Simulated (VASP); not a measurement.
# Tl12F (a cell with a defect) in VASP: further runs

Tl12F (a cell with a defect) is run at these levels: LDA; tasks: single point.

Program: VASP 6.6.1. These are calculated values, not measurements. Logs are shortened: lines on timing, memory, paths and dates and some standing lists are left out, and cuts for length are marked.

## 1. The cell of the first run

The cell holds a defect, 13 atoms: a = 6.920 Å, b = 10.380 Å, c = 5.533 Å, α = 90.00°, β = 90.00°, γ = 120.00°.

## 2. Single point, LDA

Contents of INCAR:

```
SYSTEM = Tl12F
PREC = Accurate
ENCUT = 520
EDIFF = 1E-6
ISMEAR = -1
SIGMA = 0.05
LREAL = .FALSE.
LASPH = .TRUE.
NELM = 120
ALGO = Normal
ISIF = 2
LWAVE = .FALSE.
LCHARG = .FALSE.
GGA = CA
NBANDS = 94
GGA_COMPAT = .FALSE.
```

Contents of KPOINTS:

```
Automatic mesh
0
G
  3 2 3
  0 0 0
```

Contents of POSCAR:

```
Tl12F
1.0
    6.9200000000      0.0000000000      0.0000000000
   -5.1900000000      8.9893440000      0.0000000000
    0.0000000000      0.0000000000      5.5325400000
Tl F
12 1
Direct
   -0.0343485968     -0.0271698890     -0.0090339895
    0.1453865565      0.2292271237      0.5483439727
   -0.0156036711      0.3512235643      0.0227853625
    0.1886400037      0.5577463605      0.5086830591
    0.0667615871      0.6987004144     -0.0247765600
    0.1613923556      0.9046681353      0.4867104027
    0.5315773838      0.0243050519      0.0088440104
    0.6593803687      0.2253959009      0.5147142136
    0.4108842168      0.2832892313      0.0559363619
    0.7109756725      0.5553046934      0.4174431402
    0.4984212770      0.6654566453      0.0022643137
    0.6583039068      0.8937992862      0.4982819687
    0.6727064394      0.5228574818      0.8512867437
```

Potentials or basis: VASP PAW LDA potentials, release 64 (Tl_d, F).

Started as:

```sh
> cat potpaw_LDA.64/Tl_d/POTCAR potpaw_LDA.64/F/POTCAR > POTCAR
> mpirun -np 1 vasp_std > vasp.out
```

OUTCAR:

```text
SYSTEM = Tl12F
   PREC = Accurate
   ENCUT = 520
   EDIFF = 1E-6
   ISMEAR = -1
   LREAL = .FALSE.
   LASPH = .TRUE.
   NELM = 120
   ISIF = 2
   GGA = CA

 ion  position               nearest neighbor table
   1  0.966  0.973  0.991-   9 3.17  11 3.21   5 3.25   6 3.29  12 3.30   7 3.30   6 3.33   2 3.36
                            12 3.37   7 3.68   2 3.85   3 3.87
   2  0.145  0.229  0.548-   9 3.18   9 3.25   4 3.28   3 3.34   8 3.35   1 3.36  12 3.44   6 3.44
                             3 3.57   8 3.58  10 3.75   1 3.85
   3  0.984  0.351  0.023-   7 3.27   4 3.28   2 3.34   8 3.35   9 3.36   5 3.37   4 3.41  11 3.42
                             8 3.42   2 3.57   9 3.67   1 3.87  10 4.10
   4  0.189  0.558  0.509-   2 3.28   5 3.28   3 3.28  11 3.30  10 3.33  11 3.36  12 3.38   3 3.41
                             8 3.56   5 3.58  10 3.66   6 3.70
   5  0.067  0.699  0.975-  13 2.50  11 3.18   1 3.25  10 3.26   4 3.28   6 3.30   7 3.31   3 3.37
                             6 3.41   4 3.58  10 3.76  11 3.78
   6  0.161  0.905  0.487-   1 3.29   5 3.30   1 3.33   8 3.39   5 3.41  10 3.42  12 3.43   2 3.44
                             7 3.45  12 3.50   7 3.64   4 3.70
   7  0.532  0.024  0.009-   9 3.20   3 3.27   8 3.28   1 3.30   5 3.31  12 3.34   8 3.34  12 3.43
                             6 3.45  11 3.62   6 3.64   1 3.68
   8  0.659  0.225  0.515-   7 3.28   9 3.29  10 3.30   7 3.34   2 3.35   3 3.35   6 3.39   3 3.42
                            12 3.44   4 3.56   2 3.58   9 3.65
   9  0.411  0.283  0.056-  13 2.50   1 3.17   2 3.18   7 3.20  10 3.23   2 3.25   8 3.29   3 3.36
                             8 3.65   3 3.67  11 3.71
  10  0.711  0.555  0.417-  13 2.42   9 3.23  11 3.23   5 3.26   8 3.30   4 3.33   6 3.42   4 3.66
                            12 3.74   2 3.75   5 3.76  11 3.95   3 4.10
  11  0.498  0.665  0.002-  13 2.48   5 3.18   1 3.21  10 3.23   4 3.30   4 3.36   3 3.42  12 3.43
                            12 3.46   7 3.62   9 3.71   5 3.78  10 3.95
  12  0.658  0.894  0.498-   1 3.30   7 3.34   1 3.37   4 3.38   6 3.43  11 3.43   7 3.43   2 3.44
                             8 3.44  11 3.46   6 3.50  10 3.74
  13  0.673  0.523  0.851-  10 2.42  11 2.48   9 2.50   5 2.50

  LATTYP: Found a simple monoclinic cell.
 ALAT       =     6.9200000000
 B/A-ratio  =     0.7995000000
 C/A-ratio  =     1.3228756993
 COS(beta)  =    -0.1889822302

  Lattice vectors:

 A1 = (   6.9200000000,   0.0000000000,   0.0000000000)
 A2 = (   0.0000000000,   0.0000000000,   5.5325400000)
 A3 = (  -1.7300000000,  -8.9893440000,   0.0000000000)

Analysis of symmetry for initial positions (statically):
=====================================================================
 Subroutine PRICEL returns:
 Original cell was already a primitive cell.

 Routine SETGRP: Setting up the symmetry group for a
 simple monoclinic supercell.

 Subroutine GETGRP returns: Found  1 space group operations
 (whereof  1 operations were pure point group operations)
 out of a pool of  4 trial point group operations.

The static configuration has the point symmetry C_1 .

Analysis of symmetry for dynamics (positions and initial velocities):
=====================================================================
 Subroutine PRICEL returns:
 Original cell was already a primitive cell.

 Routine SETGRP: Setting up the symmetry group for a
 simple monoclinic supercell.

 Subroutine GETGRP returns: Found  1 space group operations
 (whereof  1 operations were pure point group operations)
 out of a pool of  4 trial point group operations.

The dynamic configuration has the point symmetry C_1 .

 Subroutine INISYM returns: Found  1 space group operations
 (whereof  1 operations are pure point group operations),
 and found     1 'primitive' translations

----------------------------------------------------------------------------------------

                                     Primitive cell

  volume of cell :     344.1586

  direct lattice vectors                    reciprocal lattice vectors
     6.920000000  0.000000000  0.000000000     0.144508671  0.083432117  0.000000000
    -5.190000000  8.989344000  0.000000000     0.000000000  0.111242823  0.000000000
     0.000000000  0.000000000  5.532540000     0.000000000  0.000000000  0.180748806

  length of vectors
     6.920000000 10.380000267  5.532540000     0.166864238  0.111242823  0.180748806

  position of ions in fractional coordinates (direct lattice)
     0.965651403  0.972830111  0.990966011
     0.145386557  0.229227124  0.548343973
     0.984396329  0.351223564  0.022785363
     0.188640004  0.557746360  0.508683059
     0.066761587  0.698700414  0.975223440
     0.161392356  0.904668135  0.486710403
     0.531577384  0.024305052  0.008844010
     0.659380369  0.225395901  0.514714214
     0.410884217  0.283289231  0.055936362
[... 37 lines left out ...]
     0.055621413  0.055621411  0.060249602

  Shift w.r.t. Gamma in fractional coordinates (k-lattice)
     0.000000000  0.000000000  0.000000000

 -----------------------------------------------------------------------------
|                                                                             |
|           W    W    AA    RRRRR   N    N  II  N    N   GGGG   !!!           |
|           W    W   A  A   R    R  NN   N  II  NN   N  G    G  !!!           |
|           W    W  A    A  R    R  N N  N  II  N N  N  G       !!!           |
|           W WW W  AAAAAA  RRRRR   N  N N  II  N  N N  G  GGG   !            |
|           WW  WW  A    A  R   R   N   NN  II  N   NN  G    G                |
|           W    W  A    A  R    R  N    N  II  N    N   GGGG   !!!           |
|                                                                             |
|     Your reciprocal lattice and k-lattice belong to different lattice       |
|     classes:                                                                |
|                                                                             |
|        The reciprocal lattice is simple monoclinic,                         |
|        whereas your k-lattice is hexagonal.                                 |
|                                                                             |
|     Results are often still useful ...                                      |
|                                                                             |
 -----------------------------------------------------------------------------

 Subroutine IBZKPT returns following result:
 ===========================================

 Found     10 irreducible k-points:

 Following reciprocal coordinates:
            Coordinates               Weight
  0.000000  0.000000  0.000000      1.000000
  0.333333  0.000000  0.000000      2.000000
  0.000000  0.500000  0.000000      1.000000
  0.333333  0.500000  0.000000      2.000000
  0.000000  0.000000  0.333333      2.000000
  0.333333  0.000000  0.333333      2.000000
 -0.333333  0.000000  0.333333      2.000000
  0.000000  0.500000  0.333333      2.000000
  0.333333  0.500000  0.333333      2.000000
 -0.333333  0.500000  0.333333      2.000000
   k-points           NKPTS =     10   k-points in BZ     NKDIM =     10   number of bands    NBANDS=     94
   number of dos      NEDOS =    301   number of ions     NIONS =     13
   total plane-waves  NPLWV = 181440
   dimension x,y,z NGX =    54 NGY =   80 NGZ =   42
   dimension x,y,z NGXF=   108 NGYF=  160 NGZF=   84
   ions per type =              12   1
   NGX,Y,Z   is equivalent  to a cutoff of  12.97, 12.81, 12.62 a.u.
   NGXF,Y,Z  is equivalent  to a cutoff of  25.95, 25.63, 25.24 a.u.
 SYSTEM =  Tl12F
   PREC   = accura    normal or accurate (medium, high low for compatibility)
   ISTART =      0    job   : 0-new  1-cont  2-samecut
   ICHARG =      2    charge: 1-file 2-atom 10-const
   ISPIN  =      1    spin polarized calculation?
   LNONCOLLINEAR =      F non collinear calculations
   LSORBIT =      F    spin-orbit coupling
   LASPH  =      T    aspherical Exc in radial PAW
   ENCUT  =  520.0 eV  38.22 Ry    6.18 a.u.  12.87 19.30 10.29*2*pi/ulx,y,z
   NELM   =    120;   NELMIN=  2; NELMDL= -5     # of ELM steps
   EDIFF  = 0.1E-05   stopping-criterion for ELM
   LREAL  =      F    real-space projection
   EDIFFG = 0.1E-04   stopping-criterion for IOM
   NSW    =      0    number of steps for IOM
   IBRION =     -1    ionic relax: 0-MD 1-quasi-New 2-CG
   NFREE  =      0    steps in history (QN), initial steepest desc. (CG)
   ISIF   =      2    stress and relaxation
   ISYM   =      2    0-nonsym 1-usesym 2-fastsym
   POTIM  = 0.5000    time-step for ionic-motion
   TEBEG  =    0.0;   TEEND  =   0.0 temperature during run
   PSTRESS=    0.0 pullay stress
   NELECT =     163.0000    total number of electrons
   NUPDOWN=      -1.0000    fix difference up-down
   EMIN   =  10.00;   EMAX   =-10.00  energy-range for DOS
   EFERMI =   0.00;   METHOD = LEGACY
   ISMEAR =    -1;   SIGMA  =   0.05  broadening in eV -4-tet -1-fermi 0-gaus
   EFERMI_NEDOS =   21; number of points for ismear=-14 and -15
   IALGO  =     38    algorithm
   IMIX   =      4    mixing-type and parameters
     AMIX     =   0.40;   BMIX     =  1.00
     AMIX_MAG =   1.60;   BMIX_MAG =  1.00
  volume/ion in A,a.u.               =      26.47       178.65
  Fermi-wavevector in a.u.,A,eV,Ry     =   1.276099  2.411478 22.156128  1.628429
  Thomas-Fermi vector in A             =   2.408774
   LORBIT       =      0    0 simple, 1 ext, 2 COOP (PROOUT), +10 PAW based schemes
   GGA     = CA    functional components
   LHFCALC =     F    Hartree Fock is set to
   AEXX    =    0.0000 exact exchange contribution
   IVDW    =     0    specifies the selected vdW correction
   LEPSILON=     F    determine dielectric tensor
   LRPA    =     F    only Hartree local field effects (RPA)
 non-spin polarized calculation
  energy-cutoff  :      520.00
  volume of cell :      344.16
 maximum number of plane-waves:      9300
 NGX is ok and might be reduce to    54
   NGX = 25   NGY = 39   NGZ = 21

 number of electron     163.0000013 magnetization

 Free energy of the ion-electron system (eV)
  ---------------------------------------------------
  ext. energy  EPLUGINS =         0.00000000
  ---------------------------------------------------
  free energy    TOTEN  =       -40.05486296 eV

  energy without entropy =      -40.00114051  energy(sigma->0) =      -40.02800174

 E-fermi :   6.4343     XC(G=0): -10.6140

 val. band max:        6.4305239045   @ k =  -0.3333   0.5000   0.3333
 cond. band min:       6.4578429031   @ k =   0.3333   0.5000   0.3333
 fundamental gap:      0.0273189986
 Fermi energy:         6.4342759437

 k-point     1 :       0.0000    0.0000    0.0000
  band No.  band energies     occupation
      1     -16.9197      2.00000
      2      -5.5563      2.00000
      3      -5.5044      2.00000
      4      -5.4771      2.00000
      5      -5.4403      2.00000
      6      -5.4338      2.00000
[... 949 lines left out ...]
     92       9.6706      0.00000
     93       9.9555      0.00000
 [bands above 93 left out]

------------------------ aborting loop because EDIFF is reached ----------------------------------------

  FORCE on cell =-STRESS in cart. coord.  units (eV):
  Direction    XX          YY          ZZ          XY          YZ          ZX
  --------------------------------------------------------------------------------------
  -------------------------------------------------------------------------------------
  Total        1.3458594      0.2759514     -1.9994548     -0.2642024     -0.3224369      0.2311398
  in kB        6.2654404      1.2846491     -9.3081529     -1.2299536     -1.5010552      1.0760355
  external PRESSURE =      -0.5860211 kB  Pullay stress =       0.0000000 kB

 VOLUME and BASIS-vectors are now :
 -----------------------------------------------------------------------------
  energy-cutoff  :      520.00
  volume of cell :      344.16
      direct lattice vectors                 reciprocal lattice vectors
     6.920000000  0.000000000  0.000000000     0.144508671  0.083432117  0.000000000
    -5.190000000  8.989344000  0.000000000     0.000000000  0.111242823  0.000000000
     0.000000000  0.000000000  5.532540000     0.000000000  0.000000000  0.180748806

 POSITION                                       TOTAL-FORCE (eV/Angst)
 -----------------------------------------------------------------------------------
      1.63332      8.74510      5.48256         0.010935      0.031004      0.002912
     -0.18361      2.06060      3.03373        -0.002536     -0.006334     -0.019693
      4.98917      3.15727      0.12606         0.035622      0.015023      0.016709
     -1.58931      5.01377      2.81431         0.030455     -0.012846     -0.020022
     -3.16426      6.28086      5.39546         0.032282     -0.005520      0.013316
     -3.57839      8.13237      2.69274        -0.004800      0.019330      0.015604
      3.55237      0.21849      0.04893         0.007792      0.003476     -0.031078
      3.39311      2.02616      2.84768        -0.028228     -0.001370      0.011270
      1.37305      2.54658      0.30947        -0.032383     -0.011064      0.013682
      2.03792      4.99182      2.30952        -0.015951      0.013053     -0.068461
     -0.00464      5.98202      0.01253        -0.074478      0.014676      0.036770
     -0.08336      8.03467      2.75676        -0.009229     -0.032572      0.007430
      1.94150      4.70015      4.70978         0.050520     -0.026856      0.021562
 -----------------------------------------------------------------------------------
    total drift:                                0.000372     -0.000044     -0.000010

  FREE ENERGIE OF THE ION-ELECTRON SYSTEM (eV)
  ---------------------------------------------------
  free  energy   TOTEN  =       -40.0548629584 eV

  energy  without entropy=      -40.0011405133  energy(sigma->0) =      -40.02800174
```

Wall time 7.3 min (1 thread of Intel Xeon Platinum 8259CL at 2.50GHz (Skylake/Cascade Lake), shared host); peak memory 0.46 GiB.

Results:

| Property | Result |
| --- | --- |
| Free energy | -40.0549 eV |
| Pressure | -0.1 GPa |
| Largest force | 0.084 eV/Å |
| Band gap on the k mesh | zero (an odd number of electrons rules out a gap without spin polarisation) |

Forces in eV/Å, atoms in the order of the input:
```
Tl   0.011  0.031  0.003
Tl  -0.003 -0.006 -0.020
Tl   0.036  0.015  0.017
Tl   0.030 -0.013 -0.020
Tl   0.032 -0.006  0.013
Tl  -0.005  0.019  0.016
Tl   0.008  0.003 -0.031
Tl  -0.028 -0.001  0.011
Tl  -0.032 -0.011  0.014
Tl  -0.016  0.013 -0.068
Tl  -0.074  0.015  0.037
Tl  -0.009 -0.033  0.007
F    0.051 -0.027  0.022
```

Stress tensor (GPa, compression positive):
```
 0.63 -0.12  0.11
-0.12  0.13 -0.15
 0.11 -0.15 -0.93
```

Levels at points of the mesh, in eV from the Fermi level:
```tsv
k point	band 79	band 80	band 81	band 82	band 83	band 84	band 85	band 86
(0.00, 0.00, 0.00)	-0.77	-0.58	-0.43	-0.19	0.05	0.41	0.67	0.94
(0.00, 0.50, 0.00)	-0.98	-0.78	-0.65	0.06	0.55	0.81	0.84	1.10
```

Caveat: the k points lie up to 0.38 Å⁻¹ apart, too coarse for converged energies and pressures of a metal; spin-orbit coupling is left out, which moves the levels of the heavy elements; an odd number of electrons without spin polarisation forces a metal; a magnetic or distorted state may lie lower.

(Part 1 of 2 ends here.)
